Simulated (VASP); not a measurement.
# LiTi (P1) in VASP: a series of runs

Runs on LiTi. Level: PBE. Tasks: single point.

Program: VASP 6.6.1. These are calculated values, not measurements. Logs are shortened: lines on timing, memory, paths and dates and some standing lists are left out, and cuts for length are marked.

## 1. The cell of the first run

The typed cell holds 2 atoms: a = 2.775 Å, b = 2.775 Å, c = 3.574 Å, α = 90.00°, β = 90.00°, γ = 90.00°.

## 2. Single point, PBE

Contents of INCAR:

```
  PREC = Accurate
  ENCUT = 520
  EDIFF = 1E-6
  ISMEAR = 1
  SIGMA = 0.05
  LREAL = F
  LASPH = T
  NELM = 60
  ALGO = Fast
  ISIF = 2
  LWAVE = F
  LCHARG = F
  GGA = PE
  NBANDS = 14
```

Contents of KPOINTS:

```
Automatic mesh
0
Gamma
  11 11 8
```

Contents of POSCAR:

```
LiTi
1.0
    2.7746285800      0.0000000000      0.0000000000
    0.0000000000      2.7746285800      0.0000000000
    0.0000000000      0.0000000000      3.5740219900
Li Ti
1 1
Direct
    0.4900620000      0.4939670000      0.0002910000
    0.5152780000      0.4927800000      0.5148310000
```

Potentials or basis: VASP PAW PBE potentials, release 64 (Li_sv, Ti_sv).

Started as:

```
$ cat potpaw_PBE.64/Li_sv/POTCAR potpaw_PBE.64/Ti_sv/POTCAR > POTCAR
$ mpirun -np 1 vasp_std > vasp.out
```

OUTCAR:

```text
PREC = Accurate
   ENCUT = 520
   EDIFF = 1E-6
   ISMEAR = 1
   LREAL = F
   LASPH = T
   NELM = 60
   ISIF = 2
   GGA = PE

 ion  position               nearest neighbor table
   1  0.490  0.494  0.000-   2 1.74   2 1.84
   2  0.515  0.493  0.515-   1 1.74   1 1.84

  LATTYP: Found a simple tetragonal cell.
 ALAT       =     2.7746285800
 C/A-ratio  =     1.2881082592

  Lattice vectors:

 A1 = (   2.7746285800,   0.0000000000,   0.0000000000)
 A2 = (   0.0000000000,   2.7746285800,   0.0000000000)
 A3 = (   0.0000000000,   0.0000000000,   3.5740219900)

Analysis of symmetry for initial positions (statically):
=====================================================================
 Subroutine PRICEL returns:
 Original cell was already a primitive cell.

 Routine SETGRP: Setting up the symmetry group for a
 simple tetragonal supercell.

 Subroutine GETGRP returns: Found  1 space group operations
 (whereof  1 operations were pure point group operations)
 out of a pool of 16 trial point group operations.

The static configuration has the point symmetry C_1 .

Analysis of symmetry for dynamics (positions and initial velocities):
=====================================================================
 Subroutine PRICEL returns:
 Original cell was already a primitive cell.

 Routine SETGRP: Setting up the symmetry group for a
 simple tetragonal supercell.

 Subroutine GETGRP returns: Found  1 space group operations
 (whereof  1 operations were pure point group operations)
 out of a pool of 16 trial point group operations.

The dynamic configuration has the point symmetry C_1 .

 Subroutine INISYM returns: Found  1 space group operations
 (whereof  1 operations are pure point group operations),
 and found     1 'primitive' translations

----------------------------------------------------------------------------------------

                                     Primitive cell

  volume of cell :      27.5148

  direct lattice vectors                    reciprocal lattice vectors
     2.774628580  0.000000000  0.000000000     0.360408599  0.000000000  0.000000000
     0.000000000  2.774628580  0.000000000     0.000000000  0.360408599  0.000000000
     0.000000000  0.000000000  3.574021990     0.000000000  0.000000000  0.279796824

  length of vectors
     2.774628580  2.774628580  3.574021990     0.360408599  0.360408599  0.279796824

  position of ions in fractional coordinates (direct lattice)
     0.490062000  0.493967000  0.000291000
     0.515278000  0.492780000  0.514831000

  ion indices of the primitive-cell ions
   primitive index   ion index
                 1           1
                 2           2

----------------------------------------------------------------------------------------

 KPOINTS: Automatic mesh

Automatic generation of k-mesh.
 Grid dimensions read from file:
 generate k-points for:   11   11    8

 Generating k-lattice:

  Cartesian coordinates                     Fractional coordinates (reciprocal lattice)
     0.032764418  0.000000000  0.000000000     0.090909091  0.000000000  0.000000000
     0.000000000  0.032764418  0.000000000     0.000000000  0.090909091  0.000000000
     0.000000000  0.000000000  0.034974603     0.000000000  0.000000000  0.125000000

  Length of vectors
     0.032764418  0.032764418  0.034974603

  Shift w.r.t. Gamma in fractional coordinates (k-lattice)
     0.000000000  0.000000000  0.000000000

 Subroutine IBZKPT returns following result:
 ===========================================

 Found    485 irreducible k-points:

 Following reciprocal coordinates:
            Coordinates               Weight
  0.000000  0.000000  0.000000      1.000000
  0.090909  0.000000  0.000000      2.000000
  0.000000  0.090909  0.000000      2.000000
  0.181818  0.000000  0.000000      2.000000
  0.000000  0.181818  0.000000      2.000000
  0.272727  0.000000  0.000000      2.000000
[... 16 lines left out ...]
 -0.090909  0.363636  0.000000      2.000000
 -0.363636  0.090909  0.000000      2.000000
 [... further k-points ...]
   k-points           NKPTS =    485   k-points in BZ     NKDIM =    485   number of bands    NBANDS=     14
   number of dos      NEDOS =    301   number of ions     NIONS =      2
   total plane-waves  NPLWV =  16128
   dimension x,y,z NGX =    24 NGY =   24 NGZ =   28
   dimension x,y,z NGXF=    48 NGYF=   48 NGZF=   56
   ions per type =               1   1
   NGX,Y,Z   is equivalent  to a cutoff of  14.38, 14.38, 13.02 a.u.
   NGXF,Y,Z  is equivalent  to a cutoff of  28.76, 28.76, 26.05 a.u.
 SYSTEM =  unknown system
   PREC   = accura    normal or accurate (medium, high low for compatibility)
   ISTART =      0    job   : 0-new  1-cont  2-samecut
   ICHARG =      2    charge: 1-file 2-atom 10-const
   ISPIN  =      1    spin polarized calculation?
   LNONCOLLINEAR =      F non collinear calculations
   LSORBIT =      F    spin-orbit coupling
   LASPH  =      T    aspherical Exc in radial PAW
   ENCUT  =  520.0 eV  38.22 Ry    6.18 a.u.   5.16  5.16  6.65*2*pi/ulx,y,z
   NELM   =     60;   NELMIN=  2; NELMDL= -5     # of ELM steps
   EDIFF  = 0.1E-05   stopping-criterion for ELM
   LREAL  =      F    real-space projection
   EDIFFG = 0.1E-04   stopping-criterion for IOM
   NSW    =      0    number of steps for IOM
   IBRION =     -1    ionic relax: 0-MD 1-quasi-New 2-CG
   NFREE  =      0    steps in history (QN), initial steepest desc. (CG)
   ISIF   =      2    stress and relaxation
   ISYM   =      2    0-nonsym 1-usesym 2-fastsym
   POTIM  = 0.5000    time-step for ionic-motion
   TEBEG  =    0.0;   TEEND  =   0.0 temperature during run
   PSTRESS=    0.0 pullay stress
   NELECT =      15.0000    total number of electrons
   NUPDOWN=      -1.0000    fix difference up-down
   EMIN   =  10.00;   EMAX   =-10.00  energy-range for DOS
   EFERMI =   0.00;   METHOD = LEGACY
   ISMEAR =     1;   SIGMA  =   0.05  broadening in eV -4-tet -1-fermi 0-gaus
   EFERMI_NEDOS =   21; number of points for ismear=-14 and -15
   IALGO  =     68    algorithm
   IMIX   =      4    mixing-type and parameters
     AMIX     =   0.40;   BMIX     =  1.00
     AMIX_MAG =   1.60;   BMIX_MAG =  1.00
  volume/ion in A,a.u.               =      13.76        92.84
  Fermi-wavevector in a.u.,A,eV,Ry     =   1.337364  2.527251 24.334595  1.788542
  Thomas-Fermi vector in A             =   2.465918
   LORBIT       =      0    0 simple, 1 ext, 2 COOP (PROOUT), +10 PAW based schemes
   GGA     = PE    functional components
   LHFCALC =     F    Hartree Fock is set to
   AEXX    =    0.0000 exact exchange contribution
   IVDW    =     0    specifies the selected vdW correction
   LEPSILON=     F    determine dielectric tensor
   LRPA    =     F    only Hartree local field effects (RPA)
 non-spin polarized calculation
 RMM-DIIS sequential band-by-band and
 Methfessel and Paxton  Order N= 1 SIGMA  =   0.05
  energy-cutoff  :      520.00
  volume of cell :       27.51
 maximum number of plane-waves:       756
 NGX is ok and might be reduce to    24
   NGX = 11   NGY = 11   NGZ = 13

 number of electron      15.0000001 magnetization

 Free energy of the ion-electron system (eV)
  ---------------------------------------------------
  ext. energy  EPLUGINS =         0.00000000
  ---------------------------------------------------
  free energy    TOTEN  =        -4.64141548 eV

  energy without entropy =       -4.64123735  energy(sigma->0) =       -4.64135610

 E-fermi :   6.3640     XC(G=0): -10.4264

 val. band max:        6.3635023034   @ k =   0.1818  -0.1818   0.3750
 cond. band min:       6.3643160222   @ k =  -0.4545  -0.0909   0.1250
 fundamental gap:      0.0008137188
 Fermi energy:         6.3639575913

 k-point     1 :       0.0000    0.0000    0.0000
  band No.  band energies     occupation
      1     -50.4581      2.00000
      2     -42.1830      2.00000
      3     -27.3141      2.00000
      4     -26.1846      2.00000
      5     -26.1827      2.00000
      6       1.2066      2.00000
      7       5.5127      2.00000
      8       6.3511      1.41883
      9       8.3570      0.00000
     10       8.3684      0.00000
     11       9.8494      0.00000
     12      10.7805      0.00000
     13      16.5202      0.00000
     14      16.5627      0.00000

 k-point     2 :       0.0909    0.0000    0.0000
  band No.  band energies     occupation
      1     -50.4526      2.00000
      2     -42.1818      2.00000
      3     -27.3092      2.00000
      4     -26.2278      2.00000
      5     -26.1808      2.00000
      6       1.3683      2.00000
      7       5.5992      2.00000
      8       6.4388     -0.05554
      9       7.9878      0.00000
     10       8.3855      0.00000
     11       9.7063      0.00000
     12      11.2107      0.00000
     13      15.4002      0.00000
     14      16.7050      0.00000

 k-point     3 :       0.0000    0.0909    0.0000
  band No.  band energies     occupation
      1     -50.4526      2.00000
      2     -42.1818      2.00000
      3     -27.3092      2.00000
      4     -26.2297      2.00000
      5     -26.1789      2.00000
      6       1.3684      2.00000
      7       5.5983      2.00000
      8       6.4408     -0.05201
      9       7.9964      0.00000
     10       8.3771      0.00000
     11       9.7064      0.00000
     12      11.2098      0.00000
     13      15.3659      0.00000
     14      16.7542      0.00000

 k-point     4 :       0.1818    0.0000    0.0000
  band No.  band energies     occupation
      1     -50.4377      2.00000
      2     -42.1783      2.00000
      3     -27.2959      2.00000
      4     -26.3476      2.00000
      5     -26.1706      2.00000
      6       1.8287      2.00000
      7       5.7763      2.00000
      8       6.7216     -0.00000
      9       7.2903     -0.00000
     10       8.4317      0.00000
     11       9.3492      0.00000
     12      12.1011      0.00000
     13      13.7907      0.00000
     14      17.2034      0.00000

 k-point     5 :       0.0000    0.1818    0.0000
  band No.  band energies     occupation
      1     -50.4377      2.00000
      2     -42.1783      2.00000
      3     -27.2959      2.00000
      4     -26.3495      2.00000
      5     -26.1687      2.00000
      6       1.8291      2.00000
      7       5.7742      2.00000
      8       6.7277     -0.00000
      9       7.2992     -0.00000
     10       8.4233      0.00000
     11       9.3495      0.00000
[... 276 lines left out ...]
 k-point    22 :       0.3636    0.0909    0.0000
  band No.  band energies     occupation
      1     -50.3948      2.00000
      2     -42.1683      2.00000
      3     -27.2576      2.00000
      4     -26.6360      2.00000
      5     -26.1880      2.00000
      6       3.4833      2.00000
      7       5.9070      2.00000
      8       6.1875      2.00001
      9       7.4481      0.00000
     10       8.3166      0.00000
     11       8.4544      0.00000
     12      11.8625      0.00000
     13      14.3415      0.00000
     14      15.9860      0.00000

 k-point    23 :      -0.0909    0.3636    0.0000
  band No.  band energies     occupation
      1     -50.3949      2.00000
      2     -42.1683      2.00000
      3     -27.2577      2.00000
      4     -26.6379      2.00000
      5     -26.1860      2.00000
      6       3.4865      2.00000
      7       5.9106      2.00000
      8       6.1982      2.00003
      9       7.4470      0.00000
     10       8.3085      0.00000
     11       8.4509      0.00000
     12      11.8475      0.00000
     13      14.3313      0.00000
     14      15.9795      0.00000

 k-point    24 :      -0.3636    0.0909    0.0000
  band No.  band energies     occupation
      1     -50.3948      2.00000
      2     -42.1683      2.00000
      3     -27.2576      2.00000
      4     -26.6360      2.00000
      5     -26.1880      2.00000
      6       3.4832      2.00000
      7       5.9072      2.00000
      8       6.1874      2.00001
      9       7.4486      0.00000
     10       8.3167      0.00000
     11       8.4541      0.00000
     12      11.8617      0.00000
     13      14.3416      0.00000
     14      15.9874      0.00000

 [... further k-points ...]
[... 5 lines left out ...]
  --------------------------------------------------------------------------------------
  -------------------------------------------------------------------------------------
  Total       -2.3847907     -2.4482322     15.9755503     -0.0012622      0.0029170     -0.0668168
  in kB     -138.8653615   -142.5595328    930.2495720     -0.0735003      0.1698580     -3.8907163
  external PRESSURE =     216.2748926 kB  Pullay stress =       0.0000000 kB

 VOLUME and BASIS-vectors are now :
 -----------------------------------------------------------------------------
  energy-cutoff  :      520.00
  volume of cell :       27.51
      direct lattice vectors                 reciprocal lattice vectors
     2.774628580  0.000000000  0.000000000     0.360408599  0.000000000  0.000000000
     0.000000000  2.774628580  0.000000000     0.000000000  0.360408599  0.000000000
     0.000000000  0.000000000  3.574021990     0.000000000  0.000000000  0.279796824

 POSITION                                       TOTAL-FORCE (eV/Angst)
 -----------------------------------------------------------------------------------
      1.35974      1.37057      0.00104        -0.536665      0.025360      1.056695
      1.42971      1.36728      1.84002         0.536665     -0.025360     -1.056695
 -----------------------------------------------------------------------------------
    total drift:                                0.000102      0.000249      0.005911

  FREE ENERGIE OF THE ION-ELECTRON SYSTEM (eV)
  ---------------------------------------------------
  free  energy   TOTEN  =        -4.6414154782 eV

  energy  without entropy=       -4.6412373472  energy(sigma->0) =       -4.64135610
```

Wall time 3.1 min (1 thread of Intel Xeon 6975P-C (Granite Rapids), shared host); peak memory 0.29 GiB.

Results:

| Quantity | Value |
| --- | --- |
| Free energy | -4.6414 eV |
| Largest force | 1.185 eV/Å |

Forces on the atoms (eV/Å):
```
Li  -0.537  0.025  1.057
Ti   0.537 -0.025 -1.057
```

Caveat: the cutoff is under 1.25 times the usual one of these potentials, so pressure, stress and relaxed cells hold a basis-set (Pulay) error; forces of over 1 eV/Å act on the atoms, so gaps and moduli don't describe the material at rest.

## 3. Single point, PBE

Contents of INCAR:

```
PREC = Accurate ; ENCUT = 520
EDIFF = 1E-7 ; ISMEAR = 1
SIGMA = 0.05 ; LREAL = F
LASPH = T ; NELM = 100
ALGO = Fast ; ISIF = 2
LWAVE = F ; LCHARG = F
GGA = PE ; NBANDS = 14
```

Contents of KPOINTS:

```
Automatic mesh
0
Gamma
  13 13 10
```

POSCAR is that of step 2.

Potentials or basis: VASP PAW PBE potentials, release 64 (Li_sv, Ti_sv).

Started as:

```
$ cat potpaw_PBE.64/Li_sv/POTCAR potpaw_PBE.64/Ti_sv/POTCAR > POTCAR
$ mpirun -np 1 vasp_std > vasp.out
```

Run time: 8.2 min. Hardware: 1 thread of Intel Xeon 6975P-C (Granite Rapids), shared host; peak memory 0.43 GiB.

The run converged. Its results:

```yaml
Free_energy: -4.6484 eV
Largest_force: 1.227 eV/Å
```

Forces in eV/Å, atoms in the order of the input:
```
Li  -0.532  0.025  1.106
Ti   0.532 -0.025 -1.106
```

Levels at points of the mesh, in eV from the Fermi level:
```
           k point  band 4  band 5  band 6  band 7  band 8  band 9  band 10  band 11
(0.00, 0.00, 0.00)  -32.57  -32.57   -5.16   -0.87   -0.02    1.98     1.99     3.46
(0.00, 0.00, 0.50)  -32.57  -32.56   -3.22   -1.69   -0.69   -0.36     1.23     1.25
```

Caveat: the cutoff is under 1.25 times the usual one of these potentials, so pressure, stress and relaxed cells hold a basis-set (Pulay) error; forces of over 1 eV/Å act on the atoms, so gaps and moduli don't describe the material at rest.

## 4. Single point, PBE

Contents of INCAR:

```
SYSTEM = LiTi
ALGO = Fast
EDIFF = 1E-6
ENCUT = 520
GGA = PE
ISIF = 2
ISMEAR = 1
LASPH = .True.
LCHARG = .False.
LREAL = .False.
LWAVE = .False.
NBANDS = 14
NELM = 80
PREC = Accurate
SIGMA = 0.05
```

Contents of KPOINTS:

```
k-points
0
Gamma
  16 16 12
  0 0 0
```

POSCAR is that of step 3.

Started as:

```
$ cat potpaw_PBE.64/Li_sv/POTCAR potpaw_PBE.64/Ti_sv/POTCAR > POTCAR
$ mpirun -np 1 vasp_std > vasp.out
```

Run time: 9.9 min. Hardware: 1 thread of Intel Xeon 6975P-C (Granite Rapids), shared host; peak memory 0.66 GiB.

The run converged. Its results:

```
Free energy   : -4.6456 eV
Largest force : 1.194 eV/Å
```

Forces on the atoms (eV/Å):
```
Li  -0.534  0.025  1.068
Ti   0.534 -0.025 -1.068
```

Levels at points of the mesh, in eV from the Fermi level:
| k point | band 5 | band 6 | band 7 | band 8 | band 9 | band 10 |
| --- | --- | --- | --- | --- | --- | --- |
| (0.00, 0.00, 0.00) | -32.56 | -5.16 | -0.86 | -0.02 | 1.98 | 1.99 |
| (0.50, 0.00, 0.00) | -32.51 | -1.92 | -1.27 | -0.53 | 1.12 | 1.98 |
| (0.00, 0.50, 0.00) | -32.51 | -1.91 | -1.27 | -0.52 | 1.12 | 1.98 |
| (0.50, 0.50, 0.00) | -33.03 | -1.91 | 0.13 | 0.14 | 1.59 | 1.81 |
| (0.00, 0.00, 0.50) | -32.55 | -3.22 | -1.70 | -0.68 | -0.36 | 1.23 |
| (0.50, 0.00, 0.50) | -32.51 | -3.47 | -0.65 | 0.09 | 1.61 | 2.06 |
| (0.00, 0.50, 0.50) | -32.51 | -3.48 | -0.65 | 0.09 | 1.61 | 2.05 |
| (0.50, 0.50, 0.50) | -33.03 | -1.92 | -1.91 | -1.38 | 0.39 | 4.39 |

Caveat: the cutoff is under 1.25 times the usual one of these potentials, so pressure, stress and relaxed cells hold a basis-set (Pulay) error; forces of over 1 eV/Å act on the atoms, so gaps and moduli don't describe the material at rest.

## 5. Overview

```tsv
k mesh	further INCAR settings	gap on the mesh (eV)	largest force (eV/Å)
11 × 11 × 8	ALGO = Fast; EDIFF = 1e-06; NBANDS = 14	none	1.19
13 × 13 × 10	ALGO = Fast; EDIFF = 1e-07; NBANDS = 14	none	1.23
16 × 16 × 12	ALGO = Fast; EDIFF = 1e-06; NBANDS = 14	none	1.19
```

Alike in all rows: task single point; level PBE; potentials or basis VASP PAW PBE potentials, release 64 (Li_sv, Ti_sv); no spin polarisation; cell as given; cutoff (eV) 520; smearing methfessel-paxton 0.05 eV.

Every run on the cell as given and a fine mesh finds a metal.

Caveats: the cutoff is under 1.25 times the usual one of these potentials, so pressure, stress and relaxed cells hold a basis-set (Pulay) error; forces of over 1 eV/Å act on the atoms, so gaps and moduli don't describe the material at rest.

Absolute energies hang on the potentials; compare differences alone.
